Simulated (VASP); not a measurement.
# MgS (Fm-3m) in VASP: single point with PBEsol

Aim: the single point of MgS with PBEsol.

Program: VASP 6.6.1. These are calculated values, not measurements. Logs are shortened: lines on timing, memory, paths and dates and some standing lists are left out, and cuts for length are marked.

### 1 The cell of the first run

Symmetry: Fm-3m, No. 225, cubic system. The conventional cell has a = 5.203 Å, b = 5.203 Å, c = 5.203 Å, α = 90.00°, β = 90.00°, γ = 90.00°. Mg (site symmetry m-3m) has 6 S at 2.60 Å within 3.4 Å. S (site symmetry m-3m) has 6 Mg at 2.60 Å within 3.4 Å.

### 2 Single point, PBEsol

Input file INCAR:

```
PREC = Accurate
ENCUT = 600
EDIFF = 1E-6
ISMEAR = -1
SIGMA = 0.02
LREAL = F
LASPH = T
NELM = 120
ALGO = Normal
ISIF = 2
LWAVE = F
LCHARG = T
GGA = PS
LELF = T
LVHAR = T
NBANDS = 46
GGA_COMPAT = F
```

Input file KPOINTS:

```
regular mesh
0
Gamma
  2 2 2
```

Input file POSCAR:

```
MgS
1.0
    0.0000000000      5.2033000000      5.2033000000
    5.2033000000      0.0000000000      5.2033000000
    5.2033000000      5.2033000000      0.0000000000
Mg S
8 8
Direct
    0.0000000000      0.0000000000      0.0000000000
    0.0000000000      0.0000000000      0.5000000000
    0.0000000000      0.5000000000      0.0000000000
    0.0000000000      0.5000000000      0.5000000000
    0.5000000000      0.0000000000      0.0000000000
    0.5000000000      0.0000000000      0.5000000000
    0.5000000000      0.5000000000      0.0000000000
    0.5000000000      0.5000000000      0.5000000000
    0.2500000000      0.2500000000      0.2500000000
    0.2500000000      0.2500000000      0.7500000000
    0.2500000000      0.7500000000      0.2500000000
    0.2500000000      0.7500000000      0.7500000000
    0.7500000000      0.2500000000      0.2500000000
    0.7500000000      0.2500000000      0.7500000000
    0.7500000000      0.7500000000      0.2500000000
    0.7500000000      0.7500000000      0.7500000000
```

Potentials or basis: VASP PAW PBE potentials, release 64 (Mg, S).

Launch:

```console
$ cat potpaw_PBE.64/Mg/POTCAR potpaw_PBE.64/S/POTCAR > POTCAR
$ mpirun -np 1 vasp_std > vasp.out
```

OUTCAR:

```text
PREC = Accurate
   ENCUT = 600
   EDIFF = 1E-6
   ISMEAR = -1
   LREAL = F
   LASPH = T
   NELM = 120
   ISIF = 2
   GGA = PS

 ion  position               nearest neighbor table
   1  0.000  0.000  0.000-  10 2.60  11 2.60  12 2.60  13 2.60  14 2.60  15 2.60
   2  0.000  0.000  0.500-   9 2.60  11 2.60  12 2.60  13 2.60  14 2.60  16 2.60
   3  0.000  0.500  0.000-   9 2.60  10 2.60  12 2.60  13 2.60  15 2.60  16 2.60
   4  0.000  0.500  0.500-   9 2.60  10 2.60  11 2.60  14 2.60  15 2.60  16 2.60
   5  0.500  0.000  0.000-   9 2.60  10 2.60  11 2.60  14 2.60  15 2.60  16 2.60
   6  0.500  0.000  0.500-   9 2.60  10 2.60  12 2.60  13 2.60  15 2.60  16 2.60
[... 8 lines left out ...]
  15  0.750  0.750  0.250-   1 2.60   3 2.60   4 2.60   5 2.60   6 2.60   8 2.60
  16  0.750  0.750  0.750-   2 2.60   3 2.60   4 2.60   5 2.60   6 2.60   7 2.60

  LATTYP: Found a face centered cubic cell.
 ALAT       =    10.4066000000

  Lattice vectors:

 A1 = (   0.0000000000,   5.2033000000,   5.2033000000)
 A2 = (   5.2033000000,   0.0000000000,   5.2033000000)
 A3 = (   5.2033000000,   5.2033000000,   0.0000000000)

Analysis of symmetry for initial positions (statically):
=====================================================================
 Subroutine PRICEL returns following result:

  LATTYP: Found a face centered cubic cell.
 ALAT       =     5.2033000000

  Lattice vectors:

 A1 = (   0.0000000000,   2.6016500000,   2.6016500000)
 A2 = (   2.6016500000,   0.0000000000,   2.6016500000)
 A3 = (   2.6016500000,   2.6016500000,   0.0000000000)

   8 primitive cells build up your supercell.

 Routine SETGRP: Setting up the symmetry group for a
 face centered cubic supercell.

 Subroutine GETGRP returns: Found 48 space group operations
 (whereof 48 operations were pure point group operations)
 out of a pool of 48 trial point group operations.

The static configuration has the point symmetry O_h .

Analysis of symmetry for dynamics (positions and initial velocities):
=====================================================================
 Subroutine PRICEL returns following result:

  LATTYP: Found a face centered cubic cell.
 ALAT       =     5.2033000000

  Lattice vectors:

 A1 = (   0.0000000000,   2.6016500000,   2.6016500000)
 A2 = (   2.6016500000,   0.0000000000,   2.6016500000)
 A3 = (   2.6016500000,   2.6016500000,   0.0000000000)

   8 primitive cells build up your supercell.

 Routine SETGRP: Setting up the symmetry group for a
 face centered cubic supercell.

 Subroutine GETGRP returns: Found 48 space group operations
 (whereof 48 operations were pure point group operations)
 out of a pool of 48 trial point group operations.

The dynamic configuration has the point symmetry O_h .

 Subroutine INISYM returns: Found 48 space group operations
 (whereof 48 operations are pure point group operations),
 and found     8 'primitive' translations

----------------------------------------------------------------------------------------

                                     Primitive cell

  volume of cell :      35.2190

  direct lattice vectors                    reciprocal lattice vectors
     0.000000000  2.601650000  2.601650000    -0.192185728  0.192185728  0.192185728
     2.601650000  0.000000000  2.601650000     0.192185728 -0.192185728  0.192185728
     2.601650000  2.601650000  0.000000000     0.192185728  0.192185728 -0.192185728

  length of vectors
     3.679288715  3.679288715  3.679288715     0.332875446  0.332875446  0.332875446

  position of ions in fractional coordinates (direct lattice)
     0.000000000  0.000000000  0.000000000
     0.500000000  0.500000000  0.500000000

  ion indices of the primitive-cell ions
   primitive index   ion index
                 1           1
                 2           9

----------------------------------------------------------------------------------------

 KPOINTS: regular mesh

Automatic generation of k-mesh.
 Grid dimensions read from file:
 generate k-points for:    2    2    2

 Generating k-lattice:

  Cartesian coordinates                     Fractional coordinates (reciprocal lattice)
    -0.048046432  0.048046432  0.048046432     0.500000000  0.000000000  0.000000000
     0.048046432 -0.048046432  0.048046432     0.000000000  0.500000000  0.000000000
     0.048046432  0.048046432 -0.048046432     0.000000000  0.000000000  0.500000000

  Length of vectors
     0.083218861  0.083218861  0.083218861

  Shift w.r.t. Gamma in fractional coordinates (k-lattice)
     0.000000000  0.000000000  0.000000000

 Subroutine IBZKPT returns following result:
 ===========================================

 Found      3 irreducible k-points:

 Following reciprocal coordinates:
            Coordinates               Weight
  0.000000  0.000000  0.000000      1.000000
  0.500000  0.000000  0.000000      4.000000
  0.500000  0.500000  0.000000      3.000000
   k-points           NKPTS =      3   k-points in BZ     NKDIM =      3   number of bands    NBANDS=     46
   number of dos      NEDOS =    301   number of ions     NIONS =     16
   total plane-waves  NPLWV = 216000
   dimension x,y,z NGX =    60 NGY =   60 NGZ =   60
   dimension x,y,z NGXF=   120 NGYF=  120 NGZF=  120
   ions per type =               8   8
   NGX,Y,Z   is equivalent  to a cutoff of  13.56, 13.56, 13.56 a.u.
   NGXF,Y,Z  is equivalent  to a cutoff of  27.11, 27.11, 27.11 a.u.
 SYSTEM =  unknown system
   PREC   = accura    normal or accurate (medium, high low for compatibility)
   ISTART =      0    job   : 0-new  1-cont  2-samecut
   ICHARG =      2    charge: 1-file 2-atom 10-const
   ISPIN  =      1    spin polarized calculation?
   LNONCOLLINEAR =      F non collinear calculations
   LSORBIT =      F    spin-orbit coupling
   LASPH  =      T    aspherical Exc in radial PAW
   ENCUT  =  600.0 eV  44.10 Ry    6.64 a.u.  14.70 14.70 14.70*2*pi/ulx,y,z
   NELM   =    120;   NELMIN=  2; NELMDL= -5     # of ELM steps
   EDIFF  = 0.1E-05   stopping-criterion for ELM
   LREAL  =      F    real-space projection
[... 7 lines left out ...]
   TEBEG  =    0.0;   TEEND  =   0.0 temperature during run
   PSTRESS=    0.0 pullay stress
   NELECT =      64.0000    total number of electrons
   NUPDOWN=      -1.0000    fix difference up-down
   EMIN   =  10.00;   EMAX   =-10.00  energy-range for DOS
   EFERMI =   0.00;   METHOD = LEGACY
   ISMEAR =    -1;   SIGMA  =   0.02  broadening in eV -4-tet -1-fermi 0-gaus
   EFERMI_NEDOS =   21; number of points for ismear=-14 and -15
   IALGO  =     38    algorithm
   IMIX   =      4    mixing-type and parameters
     AMIX     =   0.40;   BMIX     =  1.00
     AMIX_MAG =   1.60;   BMIX_MAG =  1.00
  volume/ion in A,a.u.               =      17.61       118.83
  Fermi-wavevector in a.u.,A,eV,Ry     =   0.998878  1.887606 13.575323  0.997758
  Thomas-Fermi vector in A             =   2.131131
   LORBIT       =      0    0 simple, 1 ext, 2 COOP (PROOUT), +10 PAW based schemes
   GGA     = PS    functional components
   LHFCALC =     F    Hartree Fock is set to
   AEXX    =    0.0000 exact exchange contribution
   IVDW    =     0    specifies the selected vdW correction
   LEPSILON=     F    determine dielectric tensor
   LRPA    =     F    only Hartree local field effects (RPA)
 non-spin polarized calculation
  energy-cutoff  :      600.00
  volume of cell :      281.75
 maximum number of plane-waves:      9390
 NGX is ok and might be reduce to    60
   NGX = 29   NGY = 29   NGZ = 29

 number of electron      63.9999993 magnetization

 Free energy of the ion-electron system (eV)
  ---------------------------------------------------
  ext. energy  EPLUGINS =         0.00000000
  ---------------------------------------------------
  free energy    TOTEN  =       -72.17942242 eV

  energy without entropy =      -72.17942242  energy(sigma->0) =      -72.17942242

 E-fermi :   4.2230     XC(G=0):  -9.8294

 val. band max:        3.7054021961   @ k =   0.0000   0.0000   0.0000
 cond. band min:       6.3823274840   @ k =   0.0000   0.0000   0.0000
 fundamental gap:      2.6769252879
 Fermi energy:         4.2230343965

 k-point     1 :       0.0000    0.0000    0.0000
  band No.  band energies     occupation
      1      -8.9797      2.00000
      2      -7.6486      2.00000
      3      -7.6486      2.00000
      4      -7.6486      2.00000
      5      -7.6486      2.00000
      6      -7.2686      2.00000
[... 36 lines left out ...]
     43       8.0875      0.00000
     44      10.5072      0.00000

 k-point     2 :       0.5000    0.0000    0.0000
  band No.  band energies     occupation
      1      -8.4113      2.00000
      2      -8.4113      2.00000
      3      -7.4806      2.00000
      4      -7.4806      2.00000
      5      -7.4806      2.00000
      6      -7.4806      2.00000
[... 36 lines left out ...]
     43      10.3386      0.00000
     44      10.3386      0.00000

 k-point     3 :       0.5000    0.5000    0.0000
  band No.  band energies     occupation
      1      -8.2325      2.00000
      2      -8.2325      2.00000
      3      -7.7255      2.00000
      4      -7.7255      2.00000
      5      -7.7255      2.00000
      6      -7.7255      2.00000
[... 36 lines left out ...]
     43      11.2067      0.00000
     44      11.2068      0.00000
 [bands above 44 left out]

------------------------ aborting loop because EDIFF is reached ----------------------------------------

  FORCE on cell =-STRESS in cart. coord.  units (eV):
  Direction    XX          YY          ZZ          XY          YZ          ZX
  --------------------------------------------------------------------------------------
  -------------------------------------------------------------------------------------
  Total       -1.2616749     -1.2616749     -1.2616749     -0.0000000      0.0000000     -0.0000000
  in kB       -7.1744967     -7.1744967     -7.1744967     -0.0000000      0.0000000     -0.0000000
  external PRESSURE =      -7.1744967 kB  Pullay stress =       0.0000000 kB

 VOLUME and BASIS-vectors are now :
 -----------------------------------------------------------------------------
  energy-cutoff  :      600.00
  volume of cell :      281.75
      direct lattice vectors                 reciprocal lattice vectors
     0.000000000  5.203300000  5.203300000    -0.096092864  0.096092864  0.096092864
     5.203300000  0.000000000  5.203300000     0.096092864 -0.096092864  0.096092864
     5.203300000  5.203300000  0.000000000     0.096092864  0.096092864 -0.096092864

 POSITION                                       TOTAL-FORCE (eV/Angst)
 -----------------------------------------------------------------------------------
      0.00000      0.00000      0.00000        -0.000000      0.000000     -0.000000
      2.60165      2.60165      0.00000        -0.000000      0.000000     -0.000000
      2.60165      0.00000      2.60165         0.000000      0.000000     -0.000000
      5.20330      2.60165      2.60165        -0.000000      0.000000      0.000000
      0.00000      2.60165      2.60165         0.000000      0.000000     -0.000000
      2.60165      5.20330      2.60165        -0.000000      0.000000     -0.000000
[... 8 lines left out ...]
      5.20330      5.20330      7.80495         0.000000      0.000000      0.000000
      7.80495      7.80495      7.80495        -0.000000     -0.000000      0.000000
 -----------------------------------------------------------------------------------
    total drift:                               -0.000000     -0.000000     -0.000000

  FREE ENERGIE OF THE ION-ELECTRON SYSTEM (eV)
  ---------------------------------------------------
  free  energy   TOTEN  =       -72.1794224242 eV

  energy  without entropy=      -72.1794224242  energy(sigma->0) =      -72.17942242
```

It took 3 min on 1 thread of Intel Xeon 8259CL, shared host; peak memory 0.48 GiB.

What came out:

```yaml
Free_energy: -72.1794 eV
Pressure: -0.7 GPa
Band_gap_on_the_k_mesh: 2.68 eV
```

Caveat: the k points lie up to 0.52 Å⁻¹ apart; the PAW data sets were made with another functional, which shifts forces and pressure a little.
